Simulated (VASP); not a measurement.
# In3Cu (Pm-3m) in VASP: relaxation of cell and atoms with PBEsol

Aim: the relaxation of cell and atoms of In3Cu with PBEsol.

Everything below comes from runs of VASP 6.6.1. Logs are shortened: lines on timing, memory, paths and dates and some standing lists are left out, and cuts for length are marked.

## (1) The cell of the first run

Symmetry: Pm-3m, No. 221, cubic system. Conventional cell: a = 4.480 Å, b = 4.480 Å, c = 4.480 Å, α = 90.00°, β = 90.00°, γ = 90.00°. Within 4.2 Å of Cu (site symmetry m-3m) lie 12 In at 3.17 Å. In (site symmetry 4/mmm) has 4 Cu at 3.17 Å and 8 In at 3.17 Å within 4.2 Å.

## (2) Relaxation of cell and atoms, PBEsol

INCAR

```
PREC = Accurate ; ENCUT = 600
EDIFF = 1E-7 ; ISMEAR = 0
SIGMA = 0.1 ; LREAL = F
LASPH = T ; NELM = 120
ALGO = Normal ; ISIF = 3
LWAVE = F ; LCHARG = F
GGA = PS ; IBRION = 2
NSW = 80 ; EDIFFG = -0.02
GGA_COMPAT = F ; NELMIN = 4
```

KPOINTS

```
regular mesh
0
Gamma
  4 4 4
```

POSCAR

```
In3Cu
1.0
    4.4800000000      0.0000000000      0.0000000000
    0.0000000000      4.4800000000      0.0000000000
    0.0000000000      0.0000000000      4.4800000000
Cu In
1 3
Direct
    0.0000000000      0.0000000000      0.0000000000
    0.0000000000      0.5000000000      0.5000000000
    0.5000000000      0.0000000000      0.5000000000
    0.5000000000      0.5000000000      0.0000000000
```

Potentials or basis: VASP PAW PBE potentials, release 64 (Cu, In_d).

On the command line:

```
> cat potpaw_PBE.64/Cu/POTCAR potpaw_PBE.64/In_d/POTCAR > POTCAR
> mpirun -np 1 vasp_std > vasp.out
```

OUTCAR:

```text
PREC = Accurate
   ENCUT = 600
   EDIFF = 1E-7
   ISMEAR = 0
   LREAL = F
   LASPH = T
   NELM = 120
   ISIF = 3
   GGA = PS
   IBRION = 2
   NSW = 80
   EDIFFG = -0.02
   NELMIN = 4

 ion  position               nearest neighbor table
   1  0.000  0.000  0.000-   2 3.17   3 3.17   4 3.17   2 3.17   3 3.17   2 3.17   4 3.17   2 3.17
                             3 3.17   4 3.17   3 3.17   4 3.17
   2  0.000  0.500  0.500-   1 3.17   3 3.17   4 3.17   1 3.17   4 3.17   1 3.17   3 3.17   1 3.17
                             3 3.17   4 3.17   4 3.17   3 3.17
   3  0.500  0.000  0.500-   1 3.17   2 3.17   4 3.17   1 3.17   4 3.17   2 3.17   4 3.17   4 3.17
                             1 3.17   2 3.17   1 3.17   2 3.17
   4  0.500  0.500  0.000-   1 3.17   2 3.17   3 3.17   2 3.17   3 3.17   1 3.17   3 3.17   3 3.17
                             1 3.17   2 3.17   2 3.17   1 3.17

  LATTYP: Found a simple cubic cell.
 ALAT       =     4.4800000000

  Lattice vectors:

 A1 = (   4.4800000000,   0.0000000000,   0.0000000000)
 A2 = (   0.0000000000,   4.4800000000,   0.0000000000)
 A3 = (   0.0000000000,   0.0000000000,   4.4800000000)

Analysis of symmetry for initial positions (statically):
=====================================================================
 Subroutine PRICEL returns:
 Original cell was already a primitive cell.

 Routine SETGRP: Setting up the symmetry group for a
 simple cubic supercell.

 Subroutine GETGRP returns: Found 48 space group operations
 (whereof 48 operations were pure point group operations)
 out of a pool of 48 trial point group operations.

The static configuration has the point symmetry O_h .

Analysis of symmetry for dynamics (positions and initial velocities):
=====================================================================
 Subroutine PRICEL returns:
 Original cell was already a primitive cell.

 Routine SETGRP: Setting up the symmetry group for a
 simple cubic supercell.

 Subroutine GETGRP returns: Found 48 space group operations
 (whereof 48 operations were pure point group operations)
 out of a pool of 48 trial point group operations.

The dynamic configuration has the point symmetry O_h .

 Subroutine INISYM returns: Found 48 space group operations
 (whereof 48 operations are pure point group operations),
 and found     1 'primitive' translations

----------------------------------------------------------------------------------------

                                     Primitive cell
[... 70 lines left out ...]
 SYSTEM =  unknown system
   PREC   = accura    normal or accurate (medium, high low for compatibility)
   ISTART =      0    job   : 0-new  1-cont  2-samecut
   ICHARG =      2    charge: 1-file 2-atom 10-const
   ISPIN  =      1    spin polarized calculation?
   LNONCOLLINEAR =      F non collinear calculations
   LSORBIT =      F    spin-orbit coupling
   LASPH  =      T    aspherical Exc in radial PAW
   ENCUT  =  600.0 eV  44.10 Ry    6.64 a.u.   8.95  8.95  8.95*2*pi/ulx,y,z
   NELM   =    120;   NELMIN=  4; NELMDL= -5     # of ELM steps
   EDIFF  = 0.1E-06   stopping-criterion for ELM
   LREAL  =      F    real-space projection
   EDIFFG = -.2E-01   stopping-criterion for IOM
   NSW    =     80    number of steps for IOM
   IBRION =      2    ionic relax: 0-MD 1-quasi-New 2-CG
   NFREE  =      1    steps in history (QN), initial steepest desc. (CG)
   ISIF   =      3    stress and relaxation
   ISYM   =      2    0-nonsym 1-usesym 2-fastsym
   POTIM  = 0.5000    time-step for ionic-motion
   TEBEG  =    0.0;   TEEND  =   0.0 temperature during run
   PSTRESS=    0.0 pullay stress
   NELECT =      50.0000    total number of electrons
   NUPDOWN=      -1.0000    fix difference up-down
   EMIN   =  10.00;   EMAX   =-10.00  energy-range for DOS
   EFERMI =   0.00;   METHOD = LEGACY
   ISMEAR =     0;   SIGMA  =   0.10  broadening in eV -4-tet -1-fermi 0-gaus
   EFERMI_NEDOS =   21; number of points for ismear=-14 and -15
   IALGO  =     38    algorithm
   IMIX   =      4    mixing-type and parameters
     AMIX     =   0.40;   BMIX     =  1.00
     AMIX_MAG =   1.60;   BMIX_MAG =  1.00
  volume/ion in A,a.u.               =      22.48       151.69
  Fermi-wavevector in a.u.,A,eV,Ry     =   1.346233  2.544011 24.658418  1.812343
  Thomas-Fermi vector in A             =   2.474081
   LORBIT       =      0    0 simple, 1 ext, 2 COOP (PROOUT), +10 PAW based schemes
   GGA     = PS    functional components
   LHFCALC =     F    Hartree Fock is set to
   AEXX    =    0.0000 exact exchange contribution
   IVDW    =     0    specifies the selected vdW correction
   LEPSILON=     F    determine dielectric tensor
   LRPA    =     F    only Hartree local field effects (RPA)
 conjugate gradient relaxation of ions
 non-spin polarized calculation
 Gauss-broadening in eV      SIGMA  =   0.10
  energy-cutoff  :      600.00
  volume of cell :       89.92
 maximum number of plane-waves:      3016
 NGX is ok and might be reduce to    36
   NGX = 17   NGY = 17   NGZ = 17

--------------------------------------- Ionic step        1  -------------------------------------------

 number of electron      50.0000052 magnetization

 Free energy of the ion-electron system (eV)
  ---------------------------------------------------
  ext. energy  EPLUGINS =         0.00000000
  ---------------------------------------------------
  free energy    TOTEN  =       -12.52839698 eV

  energy without entropy =      -12.52482221  energy(sigma->0) =      -12.52660959

------------------------ aborting loop because EDIFF is reached ----------------------------------------

  FORCE on cell =-STRESS in cart. coord.  units (eV):
  Direction    XX          YY          ZZ          XY          YZ          ZX
  --------------------------------------------------------------------------------------
  -------------------------------------------------------------------------------------
  Total       -1.2894134     -1.2894134     -1.2894134      0.0000000     -0.0000000      0.0000000
  in kB      -22.9756986    -22.9756986    -22.9756986      0.0000000     -0.0000000      0.0000000
  external PRESSURE =     -22.9756986 kB  Pullay stress =       0.0000000 kB
[... 63 lines left out ...]
--------------------------------------- Ionic step        3  -------------------------------------------

 number of electron      49.9999988 magnetization

 Free energy of the ion-electron system (eV)
  ---------------------------------------------------
  ext. energy  EPLUGINS =         0.00000000
  ---------------------------------------------------
  free energy    TOTEN  =       -12.55761087 eV

  energy without entropy =      -12.55299094  energy(sigma->0) =      -12.55530090

 E-fermi :   8.2711     XC(G=0): -11.0042

 val. band max:        7.5661953098   @ k =   0.5000   0.5000   0.2500
 cond. band min:       8.3685693798   @ k =   0.2500   0.0000   0.0000
 fundamental gap:      0.8023740700
 Fermi energy:         8.2710666264

 k-point     1 :       0.0000    0.0000    0.0000
  band No.  band energies     occupation
      1      -7.0098      2.00000
      2      -6.9762      2.00000
      3      -6.9762      2.00000
      4      -6.9762      2.00000
      5      -6.7176      2.00000
      6      -6.7176      2.00000
[... 350 lines left out ...]
  FREE ENERGIE OF THE ION-ELECTRON SYSTEM (eV)
  ---------------------------------------------------
  free  energy   TOTEN  =       -12.5576108663 eV

  energy  without entropy=      -12.5529909359  energy(sigma->0) =      -12.55530090

 reached required accuracy - stopping structural energy minimisation
```

OSZICAR:

```text
N       E                     dE             d eps       ncg     rms          rms(c)
DAV:   1     0.483573249484E+03    0.48357E+03   -0.25902E+04   600   0.267E+03
DAV:   2     0.343160658186E+02   -0.44926E+03   -0.44223E+03   600   0.533E+02
DAV:   3    -0.118093907545E+02   -0.46125E+02   -0.45053E+02   648   0.204E+02
[... 34 lines left out ...]
DAV:   5    -0.125576133004E+02    0.31244E-04   -0.13864E-04   842   0.159E-01    0.154E-02
DAV:   6    -0.125576119429E+02    0.13575E-05   -0.13913E-05   816   0.570E-02    0.127E-02
DAV:   7    -0.125576114318E+02    0.51109E-06   -0.13331E-06   702   0.173E-02    0.364E-03
DAV:   8    -0.125576108771E+02    0.55477E-06   -0.22039E-07   518   0.377E-03    0.751E-04
DAV:   9    -0.125576108663E+02    0.10748E-07   -0.17303E-08   348   0.201E-03
   3 F= -.12557611E+02 E0= -.12555301E+02  d E =-.292139E-01
```

CONTCAR:

```text
In3Cu
   1.00000000000000
     4.4146229553332432    0.0000000000000000    0.0000000000000000
     0.0000000000000000    4.4146229553332432   -0.0000000000000000
     0.0000000000000000   -0.0000000000000000    4.4146229553332432
  Cu              In
     1     3
Direct
     0.0000000000000000    0.0000000000000000    0.0000000000000000
     0.0000000000000000    0.5000000000000000    0.5000000000000000
     0.5000000000000000    0.0000000000000000    0.5000000000000000
     0.5000000000000000    0.5000000000000000    0.0000000000000000

  0.00000000E+00  0.00000000E+00  0.00000000E+00
  0.00000000E+00  0.00000000E+00  0.00000000E+00
  0.00000000E+00  0.00000000E+00  0.00000000E+00
  0.00000000E+00  0.00000000E+00  0.00000000E+00
```

Wall time 1.9 min (1 thread of AMD EPYC 7R13, shared host); peak memory 0.19 GiB.

What came out:

| Property | Result |
| --- | --- |
| Free energy | -12.5576 eV |
| Relaxed volume | 21.51 Å³/atom |
| Relaxed cell | a = 4.415 Å, b = 4.415 Å, c = 4.415 Å, α = 90.00°, β = 90.00°, γ = 90.00° |
| Space group after relaxing (to 0.05 Å) | Pm-3m (No. 221) |
| Energy gained by relaxing | 7.3 meV/atom |
| Ionic steps | 3 |
| Pressure after relaxing | 0.0 GPa |
| Band gap on the k mesh | zero (band 25 reaches 10.31 eV, above the bottom of band 26 at 6.02 eV) |

Step by step:
```
step  energy change (eV)  largest force (eV/Å)  pressure (GPa)  volume (Å³)
   1              0.0000                0.0000           -2.30        89.92
   2             -0.0291                0.0000            0.18        85.79
   3             -0.0292                0.0000           -0.01        86.04
```

Final structure:
```
Cu In
1.0
     4.41462    0.00000    0.00000
     0.00000    4.41462    0.00000
     0.00000    0.00000    4.41462
Cu In
1 3
Direct
  0.00000 0.00000 0.00000
  0.00000 0.50000 0.50000
  0.50000 0.00000 0.50000
  0.50000 0.50000 0.00000
```

Caveat: the PAW data sets were made with another functional, which shifts forces and pressure a little; spin-orbit coupling is left out, which moves the levels of the heavy elements.
